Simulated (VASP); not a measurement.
# C in VASP: notebook

The runs below take C through single point, with LDA.

Everything below comes from runs of VASP 6.6.1. Logs are shortened: lines on timing, memory, paths and dates and some standing lists are left out, and cuts for length are marked.

**1. The cell of the first run**

The typed cell holds 2 atoms: a = 2.478 Å, b = 2.478 Å, c = 3.541 Å, α = 110.44°, β = 110.44°, γ = 60.00°.

**2. Single point, LDA**

INCAR reads:

```
SYSTEM = C
ALGO = Normal ; EDIFF = 1E-6
ENCUT = 520 ; ISIF = 2
ISMEAR = 0 ; LASPH = .TRUE.
LCHARG = .FALSE. ; LREAL = .FALSE.
LWAVE = .FALSE. ; NBANDS = 11
NELM = 80 ; PREC = Accurate
SIGMA = 0.05
```

KPOINTS reads:

```
k-points
0
G
  14 14 10
  0 0 0
```

POSCAR reads:

```
C
1.0
    2.1463059751     -1.2391817999     -0.0112861581
    2.1463059751      1.2391817999     -0.0112861581
   -1.4107354222      0.0000000000      3.2477031039
C
2
Direct
    0.8333830096      0.8333830096      0.0001497828
    0.1666169904      0.1666169904      0.9998502172
```

Potentials or basis: VASP PAW LDA potentials, release 64 (C).

Started as:

```console
> cat potpaw_LDA.64/C/POTCAR > POTCAR
> mpirun -np 1 vasp_std > vasp.out
```

OUTCAR:

```text
SYSTEM = C
   EDIFF = 1E-6
   ENCUT = 520
   ISIF = 2
   ISMEAR = 0
   LASPH = .TRUE.
   LREAL = .FALSE.
   NELM = 80
   PREC = Accurate

 ion  position               nearest neighbor table
   1  0.833  0.833  0.000-   2 1.43   2 1.43   2 1.43
   2  0.167  0.167  1.000-   1 1.43   1 1.43   1 1.43

  LATTYP: Found a base centered monoclinic cell.
 ALAT       =     4.2926712970
 B/A-ratio  =     0.5773476300
 C/A-ratio  =     0.8248636515
 COS(beta)  =    -0.4032325489

  Lattice vectors:

 A1 = (   2.1463059751,  -1.2391817999,  -0.0112861581)
 A2 = (   2.1463059751,   1.2391817999,  -0.0112861581)
 A3 = (  -1.4107354222,   0.0000000000,   3.2477031039)

Analysis of symmetry for initial positions (statically):
=====================================================================
 Subroutine PRICEL returns:
 Original cell was already a primitive cell.

 Routine SETGRP: Setting up the symmetry group for a
 base centered monoclinic supercell.

 Subroutine GETGRP returns: Found  4 space group operations
 (whereof  4 operations were pure point group operations)
 out of a pool of  4 trial point group operations.

The static configuration has the point symmetry C_2h.

Analysis of symmetry for dynamics (positions and initial velocities):
=====================================================================
 Subroutine PRICEL returns:
 Original cell was already a primitive cell.

 Routine SETGRP: Setting up the symmetry group for a
 base centered monoclinic supercell.

 Subroutine GETGRP returns: Found  4 space group operations
 (whereof  4 operations were pure point group operations)
 out of a pool of  4 trial point group operations.

The dynamic configuration has the point symmetry C_2h.

 Subroutine INISYM returns: Found  4 space group operations
 (whereof  4 operations are pure point group operations),
 and found     1 'primitive' translations

----------------------------------------------------------------------------------------

                                     Primitive cell

  volume of cell :      17.2361

  direct lattice vectors                    reciprocal lattice vectors
     2.146305975 -1.239181800 -0.011286158     0.233491726 -0.403492046  0.101424003
     2.146305975  1.239181800 -0.011286158     0.233491726  0.403492046  0.101424003
    -1.410735422  0.000000000  3.247703104     0.001622824  0.000000000  0.308614840

  length of vectors
     2.478372097  2.478372097  3.540868521     0.477085994  0.477085994  0.308619107

  position of ions in fractional coordinates (direct lattice)
     0.833383010  0.833383010  0.000149783
     0.166616990  0.166616990  0.999850217

  ion indices of the primitive-cell ions
   primitive index   ion index
                 1           1
                 2           2

----------------------------------------------------------------------------------------

 KPOINTS: k-points

Automatic generation of k-mesh.
 Grid dimensions read from file:
 generate k-points for:   14   14   10

 Generating k-lattice:

  Cartesian coordinates                     Fractional coordinates (reciprocal lattice)
     0.016677980 -0.028820860  0.007244572     0.071428571 -0.000000000  0.000000000
     0.016677980  0.028820860  0.007244572    -0.000000000  0.071428571  0.000000000
     0.000162282  0.000000000  0.030861484     0.000000000  0.000000000  0.100000000

  Length of vectors
     0.034077571  0.034077571  0.030861911

  Shift w.r.t. Gamma in fractional coordinates (k-lattice)
     0.000000000  0.000000000  0.000000000

 Subroutine IBZKPT returns following result:
 ===========================================

 Found    534 irreducible k-points:

 Following reciprocal coordinates:
            Coordinates               Weight
  0.000000  0.000000  0.000000      1.000000
  0.071429 -0.000000 -0.000000      4.000000
  0.142857  0.000000 -0.000000      4.000000
  0.214286 -0.000000 -0.000000      4.000000
  0.285714 -0.000000 -0.000000      4.000000
  0.357143 -0.000000 -0.000000      4.000000
[... 16 lines left out ...]
  0.214286  0.142857 -0.000000      4.000000
  0.285714  0.142857 -0.000000      4.000000
 [... further k-points ...]
   k-points           NKPTS =    534   k-points in BZ     NKDIM =    534   number of bands    NBANDS=     11
   number of dos      NEDOS =    301   number of ions     NIONS =      2
   total plane-waves  NPLWV =   9072
   dimension x,y,z NGX =    18 NGY =   18 NGZ =   28
   dimension x,y,z NGXF=    36 NGYF=   36 NGZF=   56
   ions per type =               2
   NGX,Y,Z   is equivalent  to a cutoff of  12.07, 12.07, 13.15 a.u.
   NGXF,Y,Z  is equivalent  to a cutoff of  24.15, 24.15, 26.29 a.u.
 SYSTEM =  C
   PREC   = accura    normal or accurate (medium, high low for compatibility)
   ISTART =      0    job   : 0-new  1-cont  2-samecut
   ICHARG =      2    charge: 1-file 2-atom 10-const
   ISPIN  =      1    spin polarized calculation?
   LNONCOLLINEAR =      F non collinear calculations
[... 63 lines left out ...]
      3       1.7905      2.00000
      4       1.7907      2.00000
      5       9.0621      0.00000
      6      13.0109      0.00000
      7      13.0113      0.00000
      8      15.8055      0.00000
      9      17.3938      0.00000
     10      27.0271      0.00000
     11      30.9151      0.00000

 k-point     2 :       0.0714   -0.0000   -0.0000
  band No.  band energies     occupation
      1     -14.4558      2.00000
      2      -1.3051      2.00000
      3       1.3216      2.00000
      4       1.5444      2.00000
      5       9.2368      0.00000
      6      13.0752      0.00000
      7      13.5132      0.00000
      8      15.3941      0.00000
      9      17.5967      0.00000
     10      27.4012      0.00000
     11      29.4441      0.00000

 k-point     3 :       0.1429    0.0000   -0.0000
  band No.  band energies     occupation
      1     -14.0896      2.00000
      2      -0.9529      2.00000
      3       0.0879      2.00000
      4       0.9329      2.00000
      5       9.7588      0.00000
      6      13.1140      0.00000
      7      14.2827      0.00000
      8      14.8828      0.00000
      9      18.2406      0.00000
     10      26.8741      0.00000
     11      28.4759      0.00000

 k-point     4 :       0.2143   -0.0000   -0.0000
  band No.  band energies     occupation
      1     -13.4833      2.00000
      2      -1.5833      2.00000
      3      -0.3711      2.00000
      4       0.1918      2.00000
      5      10.6114      0.00000
      6      12.6244      0.00000
      7      13.0861      0.00000
      8      16.8452      0.00000
      9      19.2193      0.00000
     10      24.7759      0.00000
     11      27.2007      0.00000

 k-point     5 :       0.2857   -0.0000   -0.0000
  band No.  band energies     occupation
      1     -12.6437      2.00000
      2      -3.4298      2.00000
      3      -0.5014      2.00000
      4       0.4243      2.00000
      5      10.8103      0.00000
      6      11.8280      0.00000
      7      12.8535      0.00000
      8      19.1384      0.00000
      9      20.0409      0.00000
     10      23.3776      0.00000
     11      25.9773      0.00000
[... 211 lines left out ...]
 k-point    21 :      -0.0714    0.0714    0.0000
  band No.  band energies     occupation
      1     -14.2177      2.00000
      2      -1.0186      2.00000
      3       0.5417      2.00000
      4       1.0462      2.00000
      5       9.4907      0.00000
      6      13.2742      0.00000
      7      14.2560      0.00000
      8      14.6261      0.00000
      9      18.0756      0.00000
     10      27.1354      0.00000
     11      28.0638      0.00000

 k-point    22 :       0.1429    0.1429   -0.0000
  band No.  band energies     occupation
      1     -14.0653      2.00000
      2      -1.1453      2.00000
      3       0.1121      2.00000
      4       0.9116      2.00000
      5      10.1217      0.00000
      6      13.0564      0.00000
      7      14.2404      0.00000
      8      14.8875      0.00000
      9      18.2869      0.00000
     10      26.4805      0.00000
     11      28.3521      0.00000

 k-point    23 :       0.2143    0.1429   -0.0000
  band No.  band energies     occupation
      1     -13.6902      2.00000
      2      -0.8767      2.00000
      3      -0.7792      2.00000
      4       0.2397      2.00000
      5      10.7966      0.00000
      6      13.1239      0.00000
      7      13.5038      0.00000
      8      15.5406      0.00000
      9      19.1553      0.00000
     10      24.7211      0.00000
     11      28.8386      0.00000

 k-point    24 :       0.2857    0.1429   -0.0000
  band No.  band energies     occupation
      1     -13.0783      2.00000
      2      -1.9438      2.00000
      3      -0.8021      2.00000
      4      -0.3552      2.00000
      5      11.7731      0.00000
      6      11.8736      0.00000
      7      14.2410      0.00000
      8      15.8922      0.00000
      9      20.6310      0.00000
     10      22.7423      0.00000
     11      28.3521      0.00000

 [... further k-points ...]

------------------------ aborting loop because EDIFF is reached ----------------------------------------

  FORCE on cell =-STRESS in cart. coord.  units (eV):
  Direction    XX          YY          ZZ          XY          YZ          ZX
  --------------------------------------------------------------------------------------
  -------------------------------------------------------------------------------------
  Total       -1.7234807     -1.7249314      0.1005474      0.0000000      0.0000000      0.0088798
  in kB     -160.2053986   -160.3402509      9.3463434      0.0000000      0.0000000      0.8254173
  external PRESSURE =    -103.7331020 kB  Pullay stress =       0.0000000 kB

 VOLUME and BASIS-vectors are now :
 -----------------------------------------------------------------------------
  energy-cutoff  :      520.00
  volume of cell :       17.24
      direct lattice vectors                 reciprocal lattice vectors
     2.146305975 -1.239181800 -0.011286158     0.233491726 -0.403492046  0.101424003
     2.146305975  1.239181800 -0.011286158     0.233491726  0.403492046  0.101424003
    -1.410735422  0.000000000  3.247703104     0.001622824  0.000000000  0.308614840

 POSITION                                       TOTAL-FORCE (eV/Angst)
 -----------------------------------------------------------------------------------
      3.57718      0.00000     -0.01832        -0.000456      0.000000      0.011003
     -0.69530      0.00000      3.24346         0.000456      0.000000     -0.011003
 -----------------------------------------------------------------------------------
    total drift:                                0.000000      0.000000     -0.000000

  FREE ENERGIE OF THE ION-ELECTRON SYSTEM (eV)
  ---------------------------------------------------
  free  energy   TOTEN  =       -20.2014911532 eV

  energy  without entropy=      -20.2014911532  energy(sigma->0) =      -20.20149115
```

It took 39 s on 1 thread of AMD EPYC 9R45 (Zen 5), shared host; peak memory 0.15 GiB.

Results:

```yaml
Free_energy: -20.2015 eV
Pressure: -10.4 GPa
Largest_force: 0.011 eV/Å
Band_gap_on_the_k_mesh: 0.49 eV, direct
```

Forces in eV/Å, atoms in the order of the input:
```
C    0.000  0.000  0.011
C    0.000  0.000 -0.011
```

 A k mesh can miss the band edges.

**3. Single point, LDA**

This run uses another cell than the first one, of the same volume but with other edges.

INCAR reads:

```
SYSTEM = C
  PREC = Accurate
  ENCUT = 520
  EDIFF = 1E-6
  ISMEAR = 0
  SIGMA = 0.05
  LREAL = .False.
  LASPH = .True.
  NELM = 80
  ALGO = Normal
  ISIF = 2
  LWAVE = .False.
  LCHARG = .False.
  NBANDS = 11
```

KPOINTS reads:

```
regular mesh
0
Gamma
  14 14 10
  0 0 0
```

POSCAR reads:

```
C
1.0
    2.0831423393     -1.2027139203     -0.0119809569
    2.0831423393      1.2027139203     -0.0119809569
   -1.3692188913      0.0000000000      3.4476383084
C
2
Direct
    0.8333830096      0.8333830096      0.0001497828
    0.1666169904      0.1666169904      0.9998502172
```

Potentials or basis: VASP PAW LDA potentials, release 64 (C).

Started as:

```console
> cat potpaw_LDA.64/C/POTCAR > POTCAR
> mpirun -np 1 vasp_std > vasp.out
```

Wall time 40 s (1 thread of AMD EPYC 9R45 (Zen 5), shared host); peak memory 0.15 GiB.

It converged, with:

```
Free energy            : -20.1793 eV
Pressure               : 15.3 GPa
Largest force          : 0.008 eV/Å
Band gap on the k mesh : 0.82 eV, direct
```

Forces on the atoms (eV/Å):
```
C    0.000  0.000 -0.008
C    0.000  0.000  0.008
```

Stress tensor (GPa, compression positive):
```
23.39  0.00 -0.14
 0.00 23.40  0.00
-0.14  0.00 -1.00
```

Levels at points of the mesh, in eV from the valence-band top:
```csv
k point,band 1,band 2,band 3,band 4,band 5,band 6,band 7,band 8,band 9
"(0.00, 0.00, 0.00)",-19.65,-6.85,-2.61,-2.61,3.73,9.16,9.16,12.54,15.00
"(0.50, 0.00, 0.00)",-13.94,-13.29,-6.21,-1.83,2.33,8.75,11.94,12.32,18.72
"(0.50, 0.50, 0.00)",-13.85,-13.22,-6.25,-2.46,1.64,8.41,13.35,14.81,20.14
"(0.00, 0.00, 0.50)",-19.39,-8.62,-2.63,-2.63,9.12,9.12,9.62,12.71,14.81
"(0.50, 0.00, 0.50)",-13.85,-13.22,-6.25,-2.45,1.64,8.41,13.35,14.81,20.14
"(0.50, 0.50, 0.50)",-13.95,-13.29,-6.21,-1.83,2.33,8.75,11.94,12.32,18.72
```

 A k mesh can miss the band edges.

**4. Single point, LDA**

This run uses another cell than the first one, of the same volume but with other edges.

INCAR reads:

```
PREC = Accurate
ENCUT = 520
EDIFF = 1E-6
ISMEAR = 0
SIGMA = 0.05
LREAL = False
LASPH = True
NELM = 100
ALGO = Normal
ISIF = 2
LWAVE = False
LCHARG = True
LELF = True
LVHAR = True
NBANDS = 11
```

KPOINTS reads:

```
Automatic mesh
0
Gamma
  14 14 10
```

POSCAR reads:

```
C
1.0
    2.2807904365     -1.3168271585     -0.0099944438
    2.2807904365      1.3168271585     -0.0099944438
   -1.4991300853      0.0000000000      2.8759996113
C
2
Direct
    0.8333830096      0.8333830096      0.0001497828
    0.1666169904      0.1666169904      0.9998502172
```

Started as:

```console
> cat potpaw_LDA.64/C/POTCAR > POTCAR
> mpirun -np 1 vasp_std > vasp.out
```

Wall time 38 s (1 thread of AMD EPYC 9R45 (Zen 5), shared host); peak memory 0.15 GiB.

It converged, with:

```
Free energy            : -19.4847 eV
Pressure               : -50.1 GPa
Largest force          : 0.167 eV/Å
Band gap on the k mesh : 0.24 eV, indirect (least direct gap 0.41 eV)
```

Forces on the atoms (eV/Å):
```
C    0.003  0.000  0.167
C   -0.003  0.000 -0.167
```

Stress tensor (GPa, compression positive):
```
-80.33   0.00   0.33
  0.00 -80.32   0.00
  0.33   0.00  10.34
```

Levels at points of the mesh, in eV from the valence-band top:
```tsv
k point	band 1	band 2	band 3	band 4	band 5	band 6	band 7	band 8	band 9
(0.00, 0.00, 0.00)	-18.33	-4.02	-3.01	-3.01	6.66	7.11	7.12	8.69	8.89
(0.50, 0.00, 0.00)	-13.60	-12.17	-5.72	-1.14	1.91	6.13	11.91	13.51	16.13
(0.50, 0.50, 0.00)	-13.19	-11.87	-6.01	-2.87	0.91	4.99	13.44	16.20	17.13
(0.00, 0.00, 0.50)	-17.32	-8.30	-3.12	-3.12	6.90	6.90	8.29	9.44	15.08
(0.50, 0.00, 0.50)	-13.18	-11.87	-6.01	-2.89	0.88	4.99	13.45	16.20	17.18
(0.50, 0.50, 0.50)	-13.60	-12.17	-5.72	-1.17	1.89	6.13	11.91	13.56	16.13
```

 A k mesh can miss the band edges.

**5. Single point, LDA**

This run uses another cell than the first one, of the same volume but with other edges.

INCAR reads:

```
SYSTEM = C
PREC     = Accurate       ! precision mode
ENCUT    = 520            ! plane-wave cutoff, eV
EDIFF    = 1E-6           ! SCF threshold, eV
ISMEAR   = 0              ! smearing method
SIGMA    = 0.05           ! smearing width, eV
LREAL    = .False.        ! projectors in reciprocal space
LASPH    = .True.         ! aspherical terms in the spheres
NELM     = 100            ! most SCF steps
ALGO     = Normal         ! electronic algorithm
ISIF     = 2              ! what is computed and relaxed
LWAVE    = .False.        ! write WAVECAR
LCHARG   = .True.         ! write CHGCAR
LELF     = .True.         ! ELF
LVHAR    = .True.       
NBANDS   = 11             ! bands
```

KPOINTS reads:

```
regular mesh
0
Gamma
  14 14 10
  0 0 0
```

POSCAR reads:

```
C
1.0
    1.9399964186     -1.1200678196     -0.0138142573
    1.9399964186      1.1200678196     -0.0138142573
   -1.2751311781      0.0000000000      3.9751885538
C
2
Direct
    0.8333830096      0.8333830096      0.0001497828
    0.1666169904      0.1666169904      0.9998502172
```

Started as:

```console
> cat potpaw_LDA.64/C/POTCAR > POTCAR
> mpirun -np 1 vasp_std > vasp.out
```

It took 43 s on 1 thread of AMD EPYC 9R45 (Zen 5), shared host; peak memory 0.15 GiB.

It converged, with:

- Free energy: -18.9480 eV
- Pressure: 92.6 GPa
- Largest force: 0.016 eV/Å
- Band gap on the k mesh: 1.38 eV, indirect (the least direct gap lies 0.6 meV higher)

Forces in eV/Å, atoms in the order of the input:
```
C    0.001  0.000 -0.016
C   -0.001  0.000  0.016
```

Stress tensor (GPa, compression positive):
```
139.70   0.00  -1.00
  0.00 139.73   0.00
 -1.00   0.00  -1.58
```

Levels at points of the mesh, in eV from the valence-band top:
```tsv
k point	band 1	band 2	band 3	band 4	band 5	band 6	band 7	band 8	band 9
(0.00, 0.00, 0.00)	-21.04	-8.76	-2.12	-2.12	2.44	11.04	11.04	15.89	19.02
(0.50, 0.00, 0.00)	-14.48	-14.27	-6.51	-2.19	2.53	11.27	12.23	12.34	19.16
(0.50, 0.50, 0.00)	-14.47	-14.25	-6.51	-2.40	2.18	11.20	13.60	13.98	19.20
(0.00, 0.00, 0.50)	-20.98	-9.44	-2.12	-2.12	6.41	11.04	11.04	11.36	15.93
(0.50, 0.00, 0.50)	-14.47	-14.25	-6.51	-2.40	2.19	11.20	13.57	13.93	19.21
(0.50, 0.50, 0.50)	-14.48	-14.27	-6.51	-2.18	2.54	11.27	12.20	12.31	19.16
```

 A k mesh can miss the band edges.

**6. The runs side by side**

| cell | gap on the mesh (eV) | pressure (GPa) | largest force (eV/Å) |
| --- | --- | --- | --- |
| a = 2.478, b = 2.478, c = 3.541 Å, angles 110.4, 110.4, 60.0°, 2 atoms | 0.49 | -10.4 | 0.01 |
| a = 2.405, b = 2.405, c = 3.710 Å, angles 108.9, 108.9, 60.0°, 2 atoms | 0.82 | 15.3 | 0.01 |
| a = 2.634, b = 2.634, c = 3.243 Å, angles 113.8, 113.8, 60.0°, 2 atoms | 0.24 | -50.1 | 0.17 |
| a = 2.240, b = 2.240, c = 4.175 Å, angles 105.7, 105.7, 60.0°, 2 atoms | 1.38 | 92.6 | 0.02 |

Alike in all rows: task single point; level LDA; potentials or basis VASP PAW LDA potentials, release 64 (C); no spin polarisation; k mesh 14 × 14 × 10; cutoff (eV) 520; smearing gaussian 0.05 eV.

Total energies depend on the potentials used, so only differences within one code and one set of settings carry meaning.
